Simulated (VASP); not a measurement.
# Ge (R3) in VASP: single point with PBEsol

Aim: the single point of Ge with PBEsol.

All numbers are computed with VASP 6.6.1; they aren't measurements. Logs are shortened: lines on timing, memory, paths and dates and some standing lists are left out, and cuts for length are marked.

**1. The cell of the first run**

Symmetry: R3, No. 146, trigonal system. Conventional cell: a = 9.814 Å, b = 9.814 Å, c = 6.010 Å, α = 90.00°, β = 90.00°, γ = 120.00°. Ge (site symmetry 3) has 4 Ge at 2.25 to 2.53 Å within 3.0 Å. Within 3.2 Å of Ge (site symmetry 1) lie 4 Ge at 2.45 to 2.53 Å. Ge (site symmetry 3) has 4 Ge at 2.25 to 2.49 Å within 3.0 Å. Within 3.2 Å of Ge (site symmetry 1) lie 4 Ge at 2.45 to 2.49 Å.

**2. Single point, PBEsol (atom 1 (Ge) moved +0.200 Å towards its neighbour atom 5 (Ge) at 2.454 Å)**

INCAR

```
SYSTEM = Ge
PREC     = Accurate       ! precision mode
ENCUT    = 520            ! plane-wave cutoff, eV
EDIFF    = 1E-7           ! SCF threshold, eV
ISMEAR   = 0              ! smearing method
SIGMA    = 0.15           ! smearing width, eV
LREAL    = .FALSE.        ! projectors in reciprocal space
LASPH    = .TRUE.         ! aspherical terms in the spheres
NELM     = 100            ! most SCF steps
ALGO     = Normal         ! electronic algorithm
ISIF     = 2              ! what is computed and relaxed
LWAVE    = .FALSE.        ! write WAVECAR
LCHARG   = .FALSE.        ! write CHGCAR
GGA      = PS             ! functional
NBANDS   = 66             ! bands
```

KPOINTS

```
regular mesh
0
G
  8 8 8
  0 0 0
```

POSCAR

```
Ge
1.0
   -3.4696630977      3.4696630977      3.4696630977
    3.4696630977     -3.4696630977      3.4696630977
    3.4696630977      3.4696630977     -3.4696630977
Ge
8
Direct
    0.5000000000      0.0000000000      0.8291184128
    0.7958385091      0.5000000000      0.0000000000
    0.0000000000      0.7958385091      0.5000000000
    0.7041614909      0.7041614909      0.7041614909
    0.5000000000      0.0000000000      0.2041614909
    0.2041614909      0.5000000000      0.0000000000
    0.0000000000      0.2041614909      0.5000000000
    0.2958385091      0.2958385091      0.2958385091
```

Potentials or basis: VASP PAW PBE potentials, release 64 (Ge_d).

Started as:

```sh
> cat potpaw_PBE.64/Ge_d/POTCAR > POTCAR
> mpirun -np 1 vasp_std > vasp.out
```

OUTCAR:

```text
SYSTEM = Ge
   PREC = Accurate
   ENCUT = 520
   EDIFF = 1E-7
   ISMEAR = 0
   LREAL = .FALSE.
   LASPH = .TRUE.
   NELM = 100
   ISIF = 2
   GGA = PS

 ion  position               nearest neighbor table
   1  0.500  0.000  0.829-   5 2.25   4 2.53   2 2.53   3 2.53
   2  0.796  0.500  0.000-   6 2.45   4 2.49   3 2.49   1 2.53
   3  0.000  0.796  0.500-   7 2.45   4 2.49   2 2.49   1 2.53
   4  0.704  0.704  0.704-   8 2.45   3 2.49   2 2.49   1 2.53
   5  0.500  0.000  0.204-   1 2.25   7 2.49   8 2.49   6 2.49
   6  0.204  0.500  0.000-   2 2.45   5 2.49   8 2.49   7 2.49
   7  0.000  0.204  0.500-   3 2.45   6 2.49   8 2.49   5 2.49
   8  0.296  0.296  0.296-   4 2.45   5 2.49   6 2.49   7 2.49

  LATTYP: Found a body centered cubic cell.
 ALAT       =     6.9393261954

  Lattice vectors:

 A1 = (  -3.4696630977,   3.4696630977,   3.4696630977)
 A2 = (   3.4696630977,  -3.4696630977,   3.4696630977)
 A3 = (   3.4696630977,   3.4696630977,  -3.4696630977)

Analysis of symmetry for initial positions (statically):
=====================================================================
 Subroutine PRICEL returns:
 Original cell was already a primitive cell.

 Routine SETGRP: Setting up the symmetry group for a
 body centered cubic supercell.

 Subroutine GETGRP returns: Found  3 space group operations
 (whereof  1 operations were pure point group operations)
 out of a pool of 48 trial point group operations.

The static configuration has the point symmetry C_1 .
 The point group associated with its full space group is C_3 .

Analysis of symmetry for dynamics (positions and initial velocities):
=====================================================================
 Subroutine PRICEL returns:
 Original cell was already a primitive cell.

 Routine SETGRP: Setting up the symmetry group for a
 body centered cubic supercell.

 Subroutine GETGRP returns: Found  3 space group operations
 (whereof  1 operations were pure point group operations)
 out of a pool of 48 trial point group operations.

The dynamic configuration has the point symmetry C_1 .
 The point group associated with its full space group is C_3 .

 Subroutine INISYM returns: Found  3 space group operations
 (whereof  1 operations are pure point group operations),
 and found     1 'primitive' translations

----------------------------------------------------------------------------------------

                                     Primitive cell

  volume of cell :     167.0790

  direct lattice vectors                    reciprocal lattice vectors
    -3.469663098  3.469663098  3.469663098     0.000000000  0.144106210  0.144106210
     3.469663098 -3.469663098  3.469663098     0.144106210  0.000000000  0.144106210
     3.469663098  3.469663098 -3.469663098     0.144106210  0.144106210  0.000000000

  length of vectors
     6.009632770  6.009632770  6.009632770     0.203796957  0.203796957  0.203796957

  position of ions in fractional coordinates (direct lattice)
     0.500000000  0.000000000  0.829118413
     0.795838509  0.500000000  0.000000000
     0.000000000  0.795838509  0.500000000
     0.704161491  0.704161491  0.704161491
     0.500000000  0.000000000  0.204161491
     0.204161491  0.500000000  0.000000000
     0.000000000  0.204161491  0.500000000
     0.295838509  0.295838509  0.295838509

  ion indices of the primitive-cell ions
   primitive index   ion index
                 1           1
                 2           2
                 3           3
                 4           4
                 5           5
                 6           6
                 7           7
                 8           8

----------------------------------------------------------------------------------------

 KPOINTS: regular mesh

Automatic generation of k-mesh.
 Grid dimensions read from file:
 generate k-points for:    8    8    8

 Generating k-lattice:

  Cartesian coordinates                     Fractional coordinates (reciprocal lattice)
     0.000000000  0.018013276  0.018013276     0.125000000  0.000000000  0.000000000
     0.018013276  0.000000000  0.018013276     0.000000000  0.125000000  0.000000000
     0.018013276  0.018013276  0.000000000     0.000000000  0.000000000  0.125000000

  Length of vectors
     0.025474620  0.025474620  0.025474620

  Shift w.r.t. Gamma in fractional coordinates (k-lattice)
     0.000000000  0.000000000  0.000000000

 Subroutine IBZKPT returns following result:
 ===========================================

 Found     90 irreducible k-points:

 Following reciprocal coordinates:
            Coordinates               Weight
  0.000000  0.000000  0.000000      1.000000
  0.125000  0.000000  0.000000      6.000000
  0.000000  0.000000  0.125000      6.000000
  0.250000  0.000000  0.000000      6.000000
  0.000000  0.000000  0.250000      6.000000
  0.375000  0.000000  0.000000      6.000000
[... 16 lines left out ...]
  0.000000  0.375000  0.125000      6.000000
  0.125000  0.000000  0.375000      6.000000
 [... further k-points ...]
   k-points           NKPTS =     90   k-points in BZ     NKDIM =     90   number of bands    NBANDS=     66
   number of dos      NEDOS =    301   number of ions     NIONS =      8
   total plane-waves  NPLWV = 110592
   dimension x,y,z NGX =    48 NGY =   48 NGZ =   48
   dimension x,y,z NGXF=    96 NGYF=   96 NGZF=   96
   ions per type =               8
   NGX,Y,Z   is equivalent  to a cutoff of  13.28, 13.28, 13.28 a.u.
   NGXF,Y,Z  is equivalent  to a cutoff of  26.56, 26.56, 26.56 a.u.
 SYSTEM =  Ge
   PREC   = accura    normal or accurate (medium, high low for compatibility)
   ISTART =      0    job   : 0-new  1-cont  2-samecut
   ICHARG =      2    charge: 1-file 2-atom 10-const
   ISPIN  =      1    spin polarized calculation?
   LNONCOLLINEAR =      F non collinear calculations
   LSORBIT =      F    spin-orbit coupling
   LASPH  =      T    aspherical Exc in radial PAW
   ENCUT  =  520.0 eV  38.22 Ry    6.18 a.u.  11.17 11.17 11.17*2*pi/ulx,y,z
   NELM   =    100;   NELMIN=  2; NELMDL= -5     # of ELM steps
   EDIFF  = 0.1E-06   stopping-criterion for ELM
   LREAL  =      F    real-space projection
   EDIFFG = 0.1E-05   stopping-criterion for IOM
   NSW    =      0    number of steps for IOM
   IBRION =     -1    ionic relax: 0-MD 1-quasi-New 2-CG
   NFREE  =      0    steps in history (QN), initial steepest desc. (CG)
   ISIF   =      2    stress and relaxation
   ISYM   =      2    0-nonsym 1-usesym 2-fastsym
   POTIM  = 0.5000    time-step for ionic-motion
   TEBEG  =    0.0;   TEEND  =   0.0 temperature during run
   PSTRESS=    0.0 pullay stress
   NELECT =     112.0000    total number of electrons
   NUPDOWN=      -1.0000    fix difference up-down
   EMIN   =  10.00;   EMAX   =-10.00  energy-range for DOS
   EFERMI =   0.00;   METHOD = LEGACY
   ISMEAR =     0;   SIGMA  =   0.15  broadening in eV -4-tet -1-fermi 0-gaus
   EFERMI_NEDOS =   21; number of points for ismear=-14 and -15
   IALGO  =     38    algorithm
   IMIX   =      4    mixing-type and parameters
     AMIX     =   0.40;   BMIX     =  1.00
     AMIX_MAG =   1.60;   BMIX_MAG =  1.00
  volume/ion in A,a.u.               =      20.88       140.94
  Fermi-wavevector in a.u.,A,eV,Ry     =   1.432760  2.707524 27.930067  2.052802
  Thomas-Fermi vector in A             =   2.552353
   LORBIT       =      0    0 simple, 1 ext, 2 COOP (PROOUT), +10 PAW based schemes
   GGA     = PS    functional components
   LHFCALC =     F    Hartree Fock is set to
   AEXX    =    0.0000 exact exchange contribution
   IVDW    =     0    specifies the selected vdW correction
   LEPSILON=     F    determine dielectric tensor
   LRPA    =     F    only Hartree local field effects (RPA)
 non-spin polarized calculation
 Gauss-broadening in eV      SIGMA  =   0.15
  energy-cutoff  :      520.00
  volume of cell :      167.08
 maximum number of plane-waves:      4537
 NGX is ok and might be reduce to    48
   NGX = 23   NGY = 23   NGZ = 23

 number of electron     112.0000005 magnetization

 Free energy of the ion-electron system (eV)
  ---------------------------------------------------
  ext. energy  EPLUGINS =         0.00000000
  ---------------------------------------------------
  free energy    TOTEN  =       -38.37868403 eV

  energy without entropy =      -38.36503779  energy(sigma->0) =      -38.37186091

 E-fermi :   5.5344     XC(G=0): -10.6798

 val. band max:        5.5280663322   @ k =   0.2500  -0.3750  -0.2500
 cond. band min:       5.6019746603   @ k =   0.1250  -0.3750  -0.3750
 fundamental gap:      0.0739083282
 Fermi energy:         5.5344376922

 k-point     1 :       0.0000    0.0000    0.0000
  band No.  band energies     occupation
      1     -19.3747      2.00000
      2     -19.2674      2.00000
      3     -19.2674      2.00000
      4     -19.2603      2.00000
      5     -19.2602      2.00000
      6     -19.2602      2.00000
[... 58 lines left out ...]
     65      10.6037      0.00000
     66      12.1007      0.00000

 k-point     2 :       0.1250    0.0000    0.0000
  band No.  band energies     occupation
      1     -19.3748      2.00000
      2     -19.2683      2.00000
      3     -19.2667      2.00000
      4     -19.2608      2.00000
      5     -19.2585      2.00000
      6     -19.2565      2.00000
[... 58 lines left out ...]
     65      10.8225      0.00000
     66      11.3919      0.00000

 k-point     3 :       0.0000    0.0000    0.1250
  band No.  band energies     occupation
      1     -19.3741      2.00000
      2     -19.2696      2.00000
      3     -19.2662      2.00000
      4     -19.2612      2.00000
      5     -19.2591      2.00000
      6     -19.2569      2.00000
[... 1438 lines left out ...]
     65       9.9388      0.00000
     66      10.4291      0.00000

 k-point    24 :       0.1250    0.0000    0.3750
  band No.  band energies     occupation
      1     -19.3709      2.00000
      2     -19.2715      2.00000
      3     -19.2668      2.00000
      4     -19.2565      2.00000
      5     -19.2485      2.00000
      6     -19.2451      2.00000
[... 58 lines left out ...]
     65       9.8896      0.00000
     66      10.4377      0.00000

 [... further k-points ...]
[... 5 lines left out ...]
  --------------------------------------------------------------------------------------
  -------------------------------------------------------------------------------------
  Total        0.9240837      0.9240837      0.9240837      1.6322198     -1.6322198     -1.6322198
  in kB        8.8613522      8.8613522      8.8613522     15.6519089    -15.6519089    -15.6519089
  external PRESSURE =       8.8613522 kB  Pullay stress =       0.0000000 kB

 VOLUME and BASIS-vectors are now :
 -----------------------------------------------------------------------------
  energy-cutoff  :      520.00
  volume of cell :      167.08
      direct lattice vectors                 reciprocal lattice vectors
    -3.469663098  3.469663098  3.469663098     0.000000000  0.144106210  0.144106210
     3.469663098 -3.469663098  3.469663098     0.144106210  0.000000000  0.144106210
     3.469663098  3.469663098 -3.469663098     0.144106210  0.144106210  0.000000000

 POSITION                                       TOTAL-FORCE (eV/Angst)
 -----------------------------------------------------------------------------------
      1.14193      4.61159     -1.14193        -1.323200     -1.323200      1.323200
     -1.02646      1.02646      4.49612        -0.112191      0.062676     -0.202572
      4.49612     -1.02646      1.02646         0.062676      0.202572      0.112191
      2.44320      2.44320      2.44320         0.202572     -0.112191     -0.062676
     -1.02646      2.44320      1.02646         1.075942      1.075942     -1.075942
      1.02646     -1.02646      2.44320         0.013177      0.019658     -0.061365
      2.44320      1.02646     -1.02646         0.019658      0.061365     -0.013177
      1.02646      1.02646      1.02646         0.061365      0.013177     -0.019658
 -----------------------------------------------------------------------------------
    total drift:                                0.000797      0.000797     -0.000795

  FREE ENERGIE OF THE ION-ELECTRON SYSTEM (eV)
  ---------------------------------------------------
  free  energy   TOTEN  =       -38.3786840294 eV

  energy  without entropy=      -38.3650377860  energy(sigma->0) =      -38.37186091
```

Run time: 9.2 min. Hardware: 1 thread of Intel Xeon 6975P-C (Granite Rapids), shared host; peak memory 0.76 GiB.

Results:

| Quantity | Value |
| --- | --- |
| Free energy | -38.3787 eV |
| Pressure | 0.9 GPa |
| Largest force | 2.292 eV/Å |
| Band gap on the k mesh | zero (bands 56 and 57 overlap by 0.77 eV) |

Forces on the atoms (eV/Å):
```
Ge  -1.323 -1.323  1.323
Ge  -0.112  0.063 -0.203
Ge   0.063  0.203  0.112
Ge   0.203 -0.112 -0.063
Ge   1.076  1.076 -1.076
Ge   0.013  0.020 -0.061
Ge   0.020  0.061 -0.013
Ge   0.061  0.013 -0.020
```

Stress tensor (GPa, compression positive):
```
 0.89  1.57 -1.57
 1.57  0.89 -1.57
-1.57 -1.57  0.89
```

Caveat: the cell differs from its parent crystal (atom 1 (Ge) moved +0.200 Å towards its neighbour atom 5 (Ge) at 2.454 Å); semilocal functionals underestimate gaps, and a narrow one can read as zero; the PAW data sets were made with another functional, which shifts forces and pressure a little.

The gap in the log of VASP goes by the Fermi energy; the results here count the filled bands.